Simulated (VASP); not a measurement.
# MgO (P2_1) in VASP: a series of runs

MgO is run at these levels: PBE; tasks: single point.

Everything below comes from runs of VASP 6.6.1. Logs are shortened: lines on timing, memory, paths and dates and some standing lists are left out, and cuts for length are marked.

## (1) The cell of the first run

The structure is monoclinic, space group P2_1 (No. 4). The conventional cell has a = 3.315 Å, b = 5.122 Å, c = 3.315 Å, α = 90.00°, β = 120.00°, γ = 90.00°. Within 2.6 Å of Mg (site symmetry 1) lie 4 O at 1.99 to 2.01 Å. O (site symmetry 1) has 4 Mg at 1.99 to 2.01 Å within 2.6 Å.

## (2) Single point, PBE (atoms displaced along a vibrational mode)

The input, INCAR:

```
PREC = Accurate ; ENCUT = 520
EDIFF = 1E-6 ; ISMEAR = 0
SIGMA = 0.05 ; LREAL = False
LASPH = True ; NELM = 80
ALGO = Normal ; ISIF = 2
LWAVE = False ; LCHARG = False
GGA = PE ; NBANDS = 16
```

The input, KPOINTS:

```
Automatic mesh
0
Gamma
  9 9 6
```

The input, POSCAR:

```
MgO
1.0
    3.3152854007      0.0000000000      0.0000000000
   -1.6576427004      2.8711213778      0.0000000000
    0.0000000000      0.0000000000      5.1215474231
Mg O
2 2
Direct
    0.3155866968      0.6536752271      0.0063188067
    0.6844133032      0.3463247729      0.5063188067
    0.3497302933      0.6786700745      0.3982811933
    0.6502697067      0.3213299255      0.8982811933
```

Potentials or basis: VASP PAW PBE potentials, release 64 (Mg, O).

The run is started by

```sh
> cat potpaw_PBE.64/Mg/POTCAR potpaw_PBE.64/O/POTCAR > POTCAR
> mpirun -np 1 vasp_std > vasp.out
```

OUTCAR:

```text
PREC = Accurate
   ENCUT = 520
   EDIFF = 1E-6
   ISMEAR = 0
   LREAL = False
   LASPH = True
   NELM = 80
   ISIF = 2
   GGA = PE

 ion  position               nearest neighbor table
   1  0.316  0.654  0.006-   4 1.99   4 1.99   4 2.00   3 2.01   2 3.14   2 3.14   2 3.22   2 3.22
                             2 3.24   2 3.24
   2  0.684  0.346  0.506-   3 1.99   3 1.99   3 2.00   4 2.01   1 3.14   1 3.14   1 3.22   1 3.22
                             1 3.24   1 3.24
   3  0.350  0.679  0.398-   2 1.99   2 1.99   2 2.00   1 2.01
   4  0.650  0.321  0.898-   1 1.99   1 1.99   1 2.00   2 2.01

  LATTYP: Found a hexagonal cell.
 ALAT       =     3.3152854007
 C/A-ratio  =     1.5448285152

  Lattice vectors:

 A1 = (   3.3152854007,   0.0000000000,   0.0000000000)
 A2 = (  -1.6576427004,   2.8711213778,   0.0000000000)
 A3 = (   0.0000000000,   0.0000000000,   5.1215474231)

Analysis of symmetry for initial positions (statically):
=====================================================================
 Subroutine PRICEL returns:
 Original cell was already a primitive cell.

 Routine SETGRP: Setting up the symmetry group for a
 hexagonal supercell.

 Subroutine GETGRP returns: Found  2 space group operations
 (whereof  1 operations were pure point group operations)
 out of a pool of 24 trial point group operations.

The static configuration has the point symmetry C_1 .
 The point group associated with its full space group is C_2 .

Analysis of symmetry for dynamics (positions and initial velocities):
=====================================================================
 Subroutine PRICEL returns:
 Original cell was already a primitive cell.

 Routine SETGRP: Setting up the symmetry group for a
 hexagonal supercell.

 Subroutine GETGRP returns: Found  2 space group operations
 (whereof  1 operations were pure point group operations)
 out of a pool of 24 trial point group operations.

The dynamic configuration has the point symmetry C_1 .
 The point group associated with its full space group is C_2 .

 Subroutine INISYM returns: Found  2 space group operations
 (whereof  1 operations are pure point group operations),
 and found     1 'primitive' translations

----------------------------------------------------------------------------------------

                                     Primitive cell

  volume of cell :      48.7499

  direct lattice vectors                    reciprocal lattice vectors
     3.315285401  0.000000000  0.000000000     0.301633156  0.174147984  0.000000000
    -1.657642700  2.871121378  0.000000000     0.000000000  0.348295968  0.000000000
     0.000000000  0.000000000  5.121547423     0.000000000  0.000000000  0.195253488

  length of vectors
     3.315285401  3.315285401  5.121547423     0.348295968  0.348295968  0.195253488

  position of ions in fractional coordinates (direct lattice)
     0.315586697  0.653675227  0.006318807
     0.684413303  0.346324773  0.506318807
     0.349730293  0.678670074  0.398281193
     0.650269707  0.321329926  0.898281193

  ion indices of the primitive-cell ions
   primitive index   ion index
                 1           1
                 2           2
                 3           3
                 4           4

----------------------------------------------------------------------------------------

 KPOINTS: Automatic mesh

Automatic generation of k-mesh.
 Grid dimensions read from file:
 generate k-points for:    9    9    6

 Generating k-lattice:

  Cartesian coordinates                     Fractional coordinates (reciprocal lattice)
     0.033514795  0.019349776  0.000000000     0.111111111 -0.000000000  0.000000000
     0.000000000  0.038699552  0.000000000     0.000000000  0.111111111  0.000000000
     0.000000000  0.000000000  0.032542248     0.000000000  0.000000000  0.166666667

  Length of vectors
     0.038699552  0.038699552  0.032542248

  Shift w.r.t. Gamma in fractional coordinates (k-lattice)
     0.000000000  0.000000000  0.000000000

 Subroutine IBZKPT returns following result:
 ===========================================

 Found    164 irreducible k-points:

 Following reciprocal coordinates:
            Coordinates               Weight
  0.000000  0.000000  0.000000      1.000000
  0.111111  0.000000  0.000000      2.000000
  0.000000  0.111111  0.000000      2.000000
 -0.111111  0.111111  0.000000      2.000000
  0.222222 -0.000000  0.000000      2.000000
  0.000000  0.222222  0.000000      2.000000
[... 16 lines left out ...]
  0.333333  0.111111  0.000000      2.000000
 -0.111111  0.444444  0.000000      2.000000
 [... further k-points ...]
   k-points           NKPTS =    164   k-points in BZ     NKDIM =    164   number of bands    NBANDS=     16
   number of dos      NEDOS =    301   number of ions     NIONS =      4
   total plane-waves  NPLWV =  31360
   dimension x,y,z NGX =    28 NGY =   28 NGZ =   40
   dimension x,y,z NGXF=    56 NGYF=   56 NGZF=   80
   ions per type =               2   2
   NGX,Y,Z   is equivalent  to a cutoff of  14.04, 14.04, 12.98 a.u.
   NGXF,Y,Z  is equivalent  to a cutoff of  28.08, 28.08, 25.97 a.u.
 SYSTEM =  unknown system
   PREC   = accura    normal or accurate (medium, high low for compatibility)
   ISTART =      0    job   : 0-new  1-cont  2-samecut
   ICHARG =      2    charge: 1-file 2-atom 10-const
   ISPIN  =      1    spin polarized calculation?
   LNONCOLLINEAR =      F non collinear calculations
   LSORBIT =      F    spin-orbit coupling
   LASPH  =      T    aspherical Exc in radial PAW
   ENCUT  =  520.0 eV  38.22 Ry    6.18 a.u.   6.16  6.16  9.52*2*pi/ulx,y,z
   NELM   =     80;   NELMIN=  2; NELMDL= -5     # of ELM steps
   EDIFF  = 0.1E-05   stopping-criterion for ELM
   LREAL  =      F    real-space projection
   EDIFFG = 0.1E-04   stopping-criterion for IOM
   NSW    =      0    number of steps for IOM
   IBRION =     -1    ionic relax: 0-MD 1-quasi-New 2-CG
   NFREE  =      0    steps in history (QN), initial steepest desc. (CG)
   ISIF   =      2    stress and relaxation
   ISYM   =      2    0-nonsym 1-usesym 2-fastsym
   POTIM  = 0.5000    time-step for ionic-motion
   TEBEG  =    0.0;   TEEND  =   0.0 temperature during run
   PSTRESS=    0.0 pullay stress
   NELECT =      16.0000    total number of electrons
   NUPDOWN=      -1.0000    fix difference up-down
   EMIN   =  10.00;   EMAX   =-10.00  energy-range for DOS
   EFERMI =   0.00;   METHOD = LEGACY
   ISMEAR =     0;   SIGMA  =   0.05  broadening in eV -4-tet -1-fermi 0-gaus
   EFERMI_NEDOS =   21; number of points for ismear=-14 and -15
   IALGO  =     38    algorithm
   IMIX   =      4    mixing-type and parameters
     AMIX     =   0.40;   BMIX     =  1.00
     AMIX_MAG =   1.60;   BMIX_MAG =  1.00
  volume/ion in A,a.u.               =      12.19        82.25
  Fermi-wavevector in a.u.,A,eV,Ry     =   1.129250  2.133974 17.350238  1.275207
  Thomas-Fermi vector in A             =   2.265943
   LORBIT       =      0    0 simple, 1 ext, 2 COOP (PROOUT), +10 PAW based schemes
   GGA     = PE    functional components
   LHFCALC =     F    Hartree Fock is set to
   AEXX    =    0.0000 exact exchange contribution
   IVDW    =     0    specifies the selected vdW correction
   LEPSILON=     F    determine dielectric tensor
   LRPA    =     F    only Hartree local field effects (RPA)
 non-spin polarized calculation
 Gauss-broadening in eV      SIGMA  =   0.05
  energy-cutoff  :      520.00
  volume of cell :       48.75
 maximum number of plane-waves:      1339
 NGX is ok and might be reduce to    28
   NGX = 13   NGY = 13   NGZ = 19

 number of electron      16.0000003 magnetization

 Free energy of the ion-electron system (eV)
  ---------------------------------------------------
  ext. energy  EPLUGINS =         0.00000000
  ---------------------------------------------------
  free energy    TOTEN  =       -23.52130529 eV

  energy without entropy =      -23.52130529  energy(sigma->0) =      -23.52130529

 E-fermi :   1.1803     XC(G=0):  -9.6052

 val. band max:        0.8955351450   @ k =   0.0000   0.0000   0.0000
 cond. band min:       4.2681463819   @ k =   0.0000   0.0000   0.0000
 fundamental gap:      3.3726112369
 Fermi energy:         1.1802751599

 k-point     1 :       0.0000    0.0000    0.0000
  band No.  band energies     occupation
      1     -15.1877      2.00000
      2     -14.4668      2.00000
      3      -2.2456      2.00000
      4       0.2635      2.00000
      5       0.3043      2.00000
      6       0.5306      2.00000
[... 8 lines left out ...]
     15      17.0675      0.00000
     16      17.5142      0.00000

 k-point     2 :       0.1111    0.0000    0.0000
  band No.  band energies     occupation
      1     -15.1295      2.00000
      2     -14.4442      2.00000
      3      -2.1279      2.00000
      4      -0.0432      2.00000
      5       0.1928      2.00000
      6       0.1976      2.00000
[... 8 lines left out ...]
     15      17.0140      0.00000
     16      17.2717      0.00000

 k-point     3 :       0.0000    0.1111    0.0000
  band No.  band energies     occupation
      1     -15.1285      2.00000
      2     -14.4457      2.00000
      3      -2.1250      2.00000
      4      -0.0215      2.00000
      5       0.2068      2.00000
      6       0.2207      2.00000
[... 8 lines left out ...]
     15      16.8848      0.00000
     16      17.2897      0.00000

 k-point     4 :      -0.1111    0.1111    0.0000
  band No.  band energies     occupation
      1     -15.1287      2.00000
      2     -14.4454      2.00000
      3      -2.1257      2.00000
      4      -0.0249      2.00000
      5       0.2021      2.00000
      6       0.2139      2.00000
[... 8 lines left out ...]
     15      16.8869      0.00000
     16      17.3085      0.00000
[... 324 lines left out ...]
 k-point    22 :       0.3333   -0.1111    0.0000
  band No.  band energies     occupation
      1     -14.8452      2.00000
      2     -14.3575      2.00000
      3      -1.5038      2.00000
      4      -1.2961      2.00000
      5      -0.7153      2.00000
      6      -0.0611      2.00000
[... 8 lines left out ...]
     15      15.3270      0.00000
     16      16.4821      0.00000

 k-point    23 :       0.3333    0.1111    0.0000
  band No.  band energies     occupation
      1     -14.6632      2.00000
      2     -14.3343      2.00000
      3      -1.8446      2.00000
      4      -1.0781      2.00000
      5      -0.9458      2.00000
      6      -0.3058      2.00000
[... 8 lines left out ...]
     15      14.8145      0.00000
     16      16.5245      0.00000

 k-point    24 :      -0.1111    0.4444    0.0000
  band No.  band energies     occupation
      1     -14.6409      2.00000
      2     -14.3607      2.00000
      3      -1.7310      2.00000
      4      -1.1020      2.00000
      5      -0.9155      2.00000
      6      -0.3162      2.00000
[... 8 lines left out ...]
     15      14.6688      0.00000
     16      16.5600      0.00000

 [... further k-points ...]

------------------------ aborting loop because EDIFF is reached ----------------------------------------

  FORCE on cell =-STRESS in cart. coord.  units (eV):
  Direction    XX          YY          ZZ          XY          YZ          ZX
  --------------------------------------------------------------------------------------
  -------------------------------------------------------------------------------------
  Total       -0.1636081     -0.1674637     -0.1261610     -0.0213424      0.0000000      0.0000000
  in kB       -5.3770203     -5.5037372     -4.1463136     -0.7014233      0.0000000      0.0000000
  external PRESSURE =      -5.0090237 kB  Pullay stress =       0.0000000 kB

 VOLUME and BASIS-vectors are now :
 -----------------------------------------------------------------------------
  energy-cutoff  :      520.00
  volume of cell :       48.75
      direct lattice vectors                 reciprocal lattice vectors
     3.315285401  0.000000000  0.000000000     0.301633156  0.174147984  0.000000000
    -1.657642700  2.871121378  0.000000000     0.000000000  0.348295968  0.000000000
     0.000000000  0.000000000  5.121547423     0.000000000  0.000000000  0.195253488

 POSITION                                       TOTAL-FORCE (eV/Angst)
 -----------------------------------------------------------------------------------
     -0.03730      1.87678      0.03236         0.124321      0.115807      0.016037
      1.69494      0.99434      2.59314        -0.124321     -0.115807      0.016037
      0.03446      1.94854      2.03982        -0.066084     -0.070897     -0.016037
      1.62318      0.92258      4.60059         0.066084      0.070897     -0.016037
 -----------------------------------------------------------------------------------
    total drift:                               -0.000000     -0.000000     -0.001301

  FREE ENERGIE OF THE ION-ELECTRON SYSTEM (eV)
  ---------------------------------------------------
  free  energy   TOTEN  =       -23.5213052946 eV

  energy  without entropy=      -23.5213052946  energy(sigma->0) =      -23.52130529
```

Wall time 74 s (1 thread of Intel Xeon Platinum 8488C (Sapphire Rapids), shared host); peak memory 0.26 GiB.

Results:

- Free energy: -23.5213 eV
- Pressure: -0.5 GPa
- Largest force: 0.171 eV/Å
- Band gap on the k mesh: 3.37 eV

Forces in eV/Å, atoms in the order of the input:
```
Mg   0.124  0.116  0.016
Mg  -0.124 -0.116  0.016
O   -0.066 -0.071 -0.016
O    0.066  0.071 -0.016
```

Caveat: the cell differs from its parent crystal (atoms displaced along a vibrational mode); an odd mesh through Γ misses points on the zone boundary, where band edges can lie.

## (3) Single point, PBE (atoms displaced along a vibrational mode)

The input, INCAR:

```
PREC = Accurate ; ENCUT = 520
EDIFF = 1E-6 ; ISMEAR = 0
SIGMA = 0.05 ; LREAL = F
LASPH = T ; NELM = 80
ALGO = Normal ; ISIF = 2
LWAVE = F ; LCHARG = F
GGA = PE ; NBANDS = 16
```

KPOINTS is that of step 2.

The input, POSCAR:

```
MgO
1.0
    3.3152854007      0.0000000000      0.0000000000
   -1.6576427004      2.8711213778      0.0000000000
    0.0000000000      0.0000000000      5.1215474231
Mg O
2 2
Direct
    0.3220824166      0.6666666667      0.0063188067
    0.6779175834      0.3333333333      0.5063188067
    0.3437285894      0.6666666667      0.3982811933
    0.6562714106      0.3333333333      0.8982811933
```

Potentials or basis: VASP PAW PBE potentials, release 64 (Mg, O).

The run is started by

```sh
> cat potpaw_PBE.64/Mg/POTCAR potpaw_PBE.64/O/POTCAR > POTCAR
> mpirun -np 1 vasp_std > vasp.out
```

Run time: 64 s. Hardware: 1 thread of Intel Xeon Platinum 8488C (Sapphire Rapids), shared host; peak memory 0.26 GiB.

Results (log left out):

```
Free energy            : -23.5282 eV
Pressure               : -0.5 GPa
Largest force          : 0.116 eV/Å
Band gap on the k mesh : 3.38 eV
```

Forces in eV/Å, atoms in the order of the input:
```
Mg   0.116  0.004  0.009
Mg  -0.116 -0.004  0.009
O   -0.071  0.002 -0.009
O    0.071 -0.002 -0.009
```

Stress tensor (GPa, compression positive):
```
-0.54  0.01  0.00
 0.01 -0.46  0.00
 0.00  0.00 -0.43
```

Levels at points of the mesh, in eV from the valence-band top:
```tsv
k point	band 5	band 6	band 7	band 8	band 9	band 10	band 11	band 12
(0.00, 0.00, 0.00)	-0.59	-0.35	-0.28	0.00	3.38	8.33	10.01	14.05
(0.00, 0.00, 0.50)	-0.47	-0.47	-0.46	-0.46	5.82	5.82	12.86	12.86
```

Caveat: the cell differs from its parent crystal (atoms displaced along a vibrational mode); an odd mesh through Γ misses points on the zone boundary, where band edges can lie.
